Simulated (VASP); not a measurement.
# ZnS (P3m1) in VASP: electric field gradients with PBE

Aim: the electric field gradients of ZnS with PBE.

Everything below comes from runs of VASP 6.6.1. Logs are shortened: lines on timing, memory, paths and dates and some standing lists are left out, and cuts for length are marked.

### 1 The cell of the first run

Symmetry: P3m1, No. 156, trigonal system. The conventional cell has a = 3.808 Å, b = 3.808 Å, c = 43.599 Å, α = 90.00°, β = 90.00°, γ = 120.00°. Zn (site symmetry 3m) has 4 S at 2.33 Å within 3.1 Å. Within 3.1 Å of Zn (site symmetry 3m) lie 4 S at 2.33 Å. Zn (site symmetry 3m) has 4 S at 2.33 Å within 3.1 Å. Zn (site symmetry 3m) has 4 S at 2.33 to 2.34 Å within 3.1 Å. Zn (site symmetry 3m) has 4 S at 2.33 Å within 3.1 Å. Zn (site symmetry 3m) has 4 S at 2.33 Å within 3.1 Å. Within 3.1 Å of Zn (site symmetry 3m) lie 4 S at 2.33 Å. Within 3.1 Å of Zn (site symmetry 3m) lie 4 S at 2.33 Å.

### 2 Electric field gradients, PBE

The input, INCAR:

```
  ALGO = Normal
  EDIFF = 1E-8
  ENCUT = 520
  GGA = PE
  ISIF = 2
  ISMEAR = -1
  LASPH = True
  LCHARG = False
  LEFG = True
  LREAL = Auto
  LWAVE = False
  NBANDS = 146
  NELM = 100
  PREC = Accurate
  SIGMA = 0.02
```

The input, KPOINTS:

```
k-points
0
Gamma
  8 8 1
```

The input, POSCAR:

```
ZnS
1.0
    3.8077342448      0.0000000000      0.0000000000
   -1.9038671224      3.2975945868      0.0000000000
    0.0000000000      0.0000000000     43.5985415700
Zn S
14 14
Direct
    0.0000000000      0.0000000000      0.1430598700
    0.3333333333      0.6666666667      0.6428739900
    0.3333333333      0.6666666667      0.2143274100
    0.6666666667      0.3333333333      0.0715385000
    0.0000000000      0.0000000000      0.8570967100
    0.0000000000      0.0000000000      0.5716086600
    0.3333333333      0.6666666667      0.7857524200
    0.3333333333      0.6666666667      0.3571669900
    0.3333333333      0.6666666667      0.0000229500
    0.0000000000      0.0000000000      0.4284679900
    0.6666666667      0.3333333333      0.9284975200
    0.6666666667      0.3333333333      0.2856930100
    0.6666666667      0.3333333333      0.4999262400
    0.6666666667      0.3333333333      0.7142539000
    0.0000000000      0.0000000000      0.1965432900
    0.6666666667      0.3333333333      0.3392897100
    0.0000000000      0.0000000000      0.9106170700
    0.3333333333      0.6666666667      0.8392478700
    0.3333333333      0.6666666667      0.4106420800
    0.6666666667      0.3333333333      0.5535983900
    0.3333333333      0.6666666667      0.2677882800
    0.6666666667      0.3333333333      0.7678544800
    0.6666666667      0.3333333333      0.9820208800
    0.3333333333      0.6666666667      0.6963381700
    0.3333333333      0.6666666667      0.0536428800
    0.0000000000      0.0000000000      0.4819530100
    0.0000000000      0.0000000000      0.6250787600
    0.6666666667      0.3333333333      0.1250989800
```

Potentials or basis: VASP PAW PBE potentials, release 64 (Zn, S).

On the command line:

```bash
$ cat potpaw_PBE.64/Zn/POTCAR potpaw_PBE.64/S/POTCAR > POTCAR
$ mpirun -np 1 vasp_std > vasp.out
```

OUTCAR:

```text
EDIFF = 1E-8
   ENCUT = 520
   GGA = PE
   ISIF = 2
   ISMEAR = -1
   LASPH = True
   LREAL = Auto
   NELM = 100
   PREC = Accurate

 ion  position               nearest neighbor table
   1  0.000  0.000  0.143-  15 2.33  28 2.33  28 2.33  28 2.33
   2  0.333  0.667  0.643-  24 2.33  27 2.33  27 2.33  27 2.33
   3  0.333  0.667  0.214-  21 2.33  15 2.33  15 2.33  15 2.33
   4  0.667  0.333  0.072-  25 2.33  25 2.33  25 2.33  28 2.34
   5  0.000  0.000  0.857-  18 2.33  18 2.33  18 2.33  17 2.33
   6  0.000  0.000  0.572-  27 2.33  20 2.33  20 2.33  20 2.33
[... 20 lines left out ...]
  27  0.000  0.000  0.625-   6 2.33   2 2.33   2 2.33   2 2.33
  28  0.667  0.333  0.125-   1 2.33   1 2.33   1 2.33   4 2.34

  LATTYP: Found a hexagonal cell.
 ALAT       =     3.8077342448
 C/A-ratio  =    11.4499959207

  Lattice vectors:

 A1 = (   3.8077342448,   0.0000000000,   0.0000000000)
 A2 = (  -1.9038671224,   3.2975945868,   0.0000000000)
 A3 = (   0.0000000000,   0.0000000000,  43.5985415700)

Analysis of symmetry for initial positions (statically):
=====================================================================
 Subroutine PRICEL returns:
 Original cell was already a primitive cell.

 Routine SETGRP: Setting up the symmetry group for a
 hexagonal supercell.

 Subroutine GETGRP returns: Found  6 space group operations
 (whereof  6 operations were pure point group operations)
 out of a pool of 24 trial point group operations.

The static configuration has the point symmetry C_3v.

Analysis of symmetry for dynamics (positions and initial velocities):
=====================================================================
 Subroutine PRICEL returns:
 Original cell was already a primitive cell.

 Routine SETGRP: Setting up the symmetry group for a
 hexagonal supercell.

 Subroutine GETGRP returns: Found  6 space group operations
 (whereof  6 operations were pure point group operations)
 out of a pool of 24 trial point group operations.

The dynamic configuration has the point symmetry C_3v.
[... 197 lines left out ...]
      6     -10.6886      2.00000
[... 1399 lines left out ...]
    137       7.2197      0.00000
    138       7.4205      0.00000
 [bands above 138 left out]

------------------------ aborting loop because EDIFF is reached ----------------------------------------

  FORCE on cell =-STRESS in cart. coord.  units (eV):
  Direction    XX          YY          ZZ          XY          YZ          ZX
  --------------------------------------------------------------------------------------
  -------------------------------------------------------------------------------------
  Total        8.4483897      8.4483897      8.4054718      0.0000000     -0.0000000      0.0000000
  in kB       24.7257041     24.7257041     24.6000974      0.0000000     -0.0000000      0.0000000
  external PRESSURE =      24.6838352 kB  Pullay stress =       0.0000000 kB

 VOLUME and BASIS-vectors are now :
 -----------------------------------------------------------------------------
  energy-cutoff  :      520.00
  volume of cell :      547.44
      direct lattice vectors                 reciprocal lattice vectors
     3.807734245  0.000000000  0.000000000     0.262623370  0.151625673  0.000000000
    -1.903867122  3.297594587  0.000000000     0.000000000  0.303251347  0.000000000
     0.000000000  0.000000000 43.598541570     0.000000000  0.000000000  0.022936547

 POSITION                                       TOTAL-FORCE (eV/Angst)
 -----------------------------------------------------------------------------------
      0.00000      0.00000      6.23720         0.000000     -0.000000     -0.024835
     -0.00000      2.19840     28.02837        -0.000000      0.000000     -0.001268
     -0.00000      2.19840      9.34436        -0.000000      0.000000      0.000627
      1.90387      1.09920      3.11897         0.000000     -0.000000      0.014793
      0.00000      0.00000     37.36817         0.000000     -0.000000      0.003393
      0.00000      0.00000     24.92130         0.000000     -0.000000     -0.029161
[... 20 lines left out ...]
      0.00000      0.00000     27.25252         0.000000     -0.000000     -0.011086
      1.90387      1.09920      5.45413         0.000000     -0.000000     -0.002520
 -----------------------------------------------------------------------------------
    total drift:                               -0.000005     -0.000008      0.007056

  FREE ENERGIE OF THE ION-ELECTRON SYSTEM (eV)
  ---------------------------------------------------
  free  energy   TOTEN  =       -95.7821641442 eV

  energy  without entropy=      -95.7821641442  energy(sigma->0) =      -95.78216414

 Electric field gradients (V/A^2)
---------------------------------------------------------------------
 ion       V_xx      V_yy      V_zz      V_xy      V_xz      V_yz
---------------------------------------------------------------------
   1       0.164     0.165    -0.330     0.001    -0.000     0.000
   2      -0.112    -0.106     0.218     0.005     0.000    -0.000
   3      -0.108    -0.102     0.210     0.006     0.000    -0.000
   4      -0.533    -0.527     1.060     0.005     0.000    -0.000
   5      -0.164    -0.162     0.326     0.001    -0.000     0.000
   6       0.010     0.011    -0.020     0.001     0.000    -0.000
[... 20 lines left out ...]
  27      -0.101    -0.100     0.201     0.000     0.000    -0.000
  28      -0.495    -0.495     0.990    -0.000     0.000    -0.000
---------------------------------------------------------------------

 Electric field gradients after diagonalization (V/A^2)
 (convention: |V_zz| > |V_xx| > |V_yy|)
----------------------------------------------------------------------
 ion       V_xx      V_yy      V_zz     asymmetry (V_yy - V_xx)/ V_zz
----------------------------------------------------------------------
   1       0.166     0.164    -0.330       0.006
   2      -0.115    -0.103     0.218       0.058
   3      -0.112    -0.099     0.210       0.062
   4      -0.536    -0.524     1.060       0.012
   5      -0.164    -0.162     0.326       0.007
   6       0.011     0.009    -0.020       0.118
[... 20 lines left out ...]
  27      -0.101    -0.100     0.201       0.005
  28      -0.496    -0.495     0.990       0.001
----------------------------------------------------------------------

           NMR quadrupolar parameters

 Cq : quadrupolar parameter    Cq=e*Q*V_zz/h
 eta: asymmetry parameters     (V_yy - V_xx)/ V_zz
 Q  : nuclear electric quadrupole moment in mb (millibarn)
----------------------------------------------------------------------
 ion       Cq(MHz)       eta       Q (mb)
----------------------------------------------------------------------
   1      -0.001       0.006       1.000
   2       0.001       0.058       1.000
   3       0.001       0.062       1.000
   4       0.003       0.012       1.000
   5       0.001       0.007       1.000
   6      -0.000       0.118       1.000
[... 20 lines left out ...]
  27       0.000       0.005       1.000
  28       0.002       0.001       1.000
----------------------------------------------------------------------
```

OSZICAR:

```text
N       E                     dE             d eps       ncg     rms          rms(c)
DAV:   1     0.251830800428E+04    0.25183E+04   -0.11060E+05  2920   0.209E+03
DAV:   2     0.388673125154E+03   -0.21296E+04   -0.20652E+04  2920   0.531E+02
[... 41 lines left out ...]
DAV:  44    -0.957821642518E+02    0.21860E-06   -0.63560E-08  2998   0.124E-03    0.147E-03
DAV:  45    -0.957821642704E+02   -0.18623E-07   -0.13397E-08  1610   0.881E-04    0.155E-03
DAV:  46    -0.957821642109E+02    0.59579E-07   -0.57239E-09  1586   0.953E-04    0.122E-03
DAV:  47    -0.957821641580E+02    0.52853E-07   -0.92154E-09  1586   0.395E-04    0.885E-04
DAV:  48    -0.957821641350E+02    0.23032E-07   -0.31782E-09  1586   0.273E-04    0.777E-04
DAV:  49    -0.957821641442E+02   -0.92004E-08   -0.94293E-10  1586   0.478E-04
   1 F= -.95782164E+02 E0= -.95782164E+02  d E =-.783759E-11
```

stdout:

```text
POSCAR found type information on POSCAR ZnS
 POSCAR found :  2 types and      28 ions
 scaLAPACK will be used
 LDA part: xc-table for (Slater+PW92), standard interpolation
 POSCAR, INCAR and KPOINTS ok, starting setup
 FFT: planning ... GRIDC
 FFT: planning ... GRID_SOFT
 FFT: planning ... GRID
 WAVECAR not read
 entering main loop
ion   1

ion   2

ion   3

ion   4

ion   5

ion   6

ion   7

ion   8

ion   9

ion  10

ion  11

ion  12

ion  13

ion  14

ion  15

ion  16

ion  17

ion  18

ion  19

ion  20

ion  21

ion  22

ion  23

ion  24

ion  25

ion  26

ion  27

ion  28
```

Wall time 34 min (1 thread of Intel Xeon 6975P-C (Granite Rapids), shared host); peak memory 0.84 GiB.

What came out:

* Free energy: -95.7822 eV
* Pressure: 2.5 GPa
* Largest force: 0.029 eV/Å
* Band gap on the k mesh: 2.17 eV, direct

Forces in eV/Å, atoms in the order of the input:
```
Zn   0.000  0.000 -0.025
Zn   0.000  0.000 -0.001
Zn   0.000  0.000  0.001
Zn   0.000  0.000  0.015
Zn   0.000  0.000  0.003
Zn   0.000  0.000 -0.029
Zn   0.000  0.000 -0.003
Zn   0.000  0.000 -0.004
Zn   0.000  0.000 -0.003
Zn   0.000  0.000  0.002
Zn   0.000  0.000  0.001
Zn   0.000  0.000  0.008
Zn   0.000  0.000  0.018
Zn   0.000  0.000  0.011
S    0.000  0.000 -0.012
S    0.000  0.000  0.004
S    0.000  0.000 -0.001
S    0.000  0.000 -0.002
S    0.000  0.000 -0.001
S    0.000  0.000  0.003
S    0.000  0.000  0.004
S    0.000  0.000  0.006
S    0.000  0.000  0.002
S    0.000  0.000  0.003
S    0.000  0.000 -0.002
S    0.000  0.000  0.016
S    0.000  0.000 -0.011
S    0.000  0.000 -0.003
```

Electric field gradients, principal values (V/Å²):
| atom | least | middle | greatest (by size) |
| --- | --- | --- | --- |
| 1 Zn | 0.164 | 0.166 | -0.330 |
| 2 Zn | -0.103 | -0.115 | 0.218 |
| 3 Zn | -0.099 | -0.112 | 0.210 |
| 4 Zn | -0.524 | -0.536 | 1.060 |
| 5 Zn | -0.162 | -0.164 | 0.326 |
| 6 Zn | 0.009 | 0.011 | -0.020 |
| 7 Zn | -0.255 | -0.268 | 0.522 |
| 8 Zn | -0.207 | -0.219 | 0.426 |
| 9 Zn | 0.300 | 0.313 | -0.613 |
| 10 Zn | -0.154 | -0.156 | 0.310 |
| 11 Zn | -0.204 | -0.217 | 0.421 |
| 12 Zn | 0.250 | 0.263 | -0.513 |
| 13 Zn | 0.035 | 0.048 | -0.083 |
| 14 Zn | 0.244 | 0.257 | -0.501 |
| 15 S | -0.003 | -0.004 | 0.008 |
| 16 S | -0.970 | -0.970 | 1.940 |
| 17 S | -0.212 | -0.213 | 0.424 |
| 18 S | -0.192 | -0.193 | 0.385 |
| 19 S | -0.106 | -0.107 | 0.214 |
| 20 S | -1.363 | -1.364 | 2.727 |
| 21 S | -0.339 | -0.340 | 0.680 |
| 22 S | -1.027 | -1.028 | 2.054 |
| 23 S | -0.687 | -0.688 | 1.375 |
| 24 S | -0.370 | -0.371 | 0.741 |
| 25 S | -1.113 | -1.114 | 2.227 |
| 26 S | -0.560 | -0.561 | 1.120 |
| 27 S | -0.100 | -0.101 | 0.201 |
| 28 S | -0.495 | -0.496 | 0.990 |

Caveat: without QUAD_EFG the Cq values of the log hold for a quadrupole moment of 1 mb, not for the nuclei. A hybrid or GW would open this gap; PBE tends to underestimate it.
